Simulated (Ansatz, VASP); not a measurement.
**One calculation of Ca, two programs**

```
Ca
1.0
     0.00000    2.78350    2.78350
     2.78350    0.00000    2.78350
     2.78350    2.78350    0.00000
Ca
1
Direct
  0.00000 0.00000 0.00000
```

Alike in both runs: task single point; functional r2SCAN; k mesh 10 × 10 × 10; occupations gaussian, width 0.01 eV; no spin polarisation.

|  | VASP | Ansatz |
| --- | --- | --- |
| version | VASP 6.6.1 | Ansatz 0.2.0 |
| potentials or method | VASP PAW PBE potentials, release 64 (Ca_sv), cutoff 520 eV | plane waves (500 eV) with PAW, scalar-relativistic |
| valence electrons in the cell | 10 | 10 |

```csv
,VASP,Ansatz,Ansatz less VASP
pressure (GPa),0.0,0.0,-0.05
```

VASP's potentials were made for PBE, not for r2SCAN.
